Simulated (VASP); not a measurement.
Wanted: the native input for a VASP 6.6.1 run.

```yaml
Task: single point
Functional: PBEsol
Potentials_or_basis: VASP PAW PBE potentials, release 64 (Si)
Cutoff: 520 eV
k_mesh: 19 × 19 × 19
Occupations: fermi-dirac, width 0.05 eV
Spin: no spin polarisation
Dipole_correction: no
Further_INCAR_settings: ALGO = Normal; EDIFF = 1e-06; NBANDS = 8
```

The structure of Si lies in POSCAR:

```
Si
1.0
    0.0000000000      1.7018371314      1.7018371314
    1.7018371314      0.0000000000      1.7018371314
    1.7018371314      1.7018371314      0.0000000000
Si
1
Direct
    0.0000000000      0.0000000000      0.0000000000
```

These files were run (other wordings do the same):

INCAR

```
SYSTEM = Si
PREC = Accurate
ENCUT = 520
EDIFF = 1E-6
ISMEAR = -1
SIGMA = 0.05
LREAL = .False.
LASPH = .True.
NELM = 60
ALGO = Normal
ISIF = 2
LWAVE = .False.
LCHARG = .False.
GGA = PS
NBANDS = 8
```

KPOINTS

```
Automatic mesh
0
Gamma
  19 19 19
  0 0 0
```

Potentials or basis: VASP PAW PBE potentials, release 64 (Si).

The run is started by

```bash
$ cat potpaw_PBE.64/Si/POTCAR > POTCAR
$ mpirun -np 1 vasp_std > vasp.out
```

Results of the run:

```
Pressure               : 69.3 GPa
Band gap on the k mesh : zero (band 2 reaches 29.56 eV, above the bottom of band 3 at 12.82 eV)
```

Caveat: the PAW data sets were made with another functional, which shifts forces and pressure a little.

Run time: 8.8 s on 1 thread of AMD EPYC 7R13 Processor (Zen 3), with other jobs on the host, peak memory 0.09 GiB.
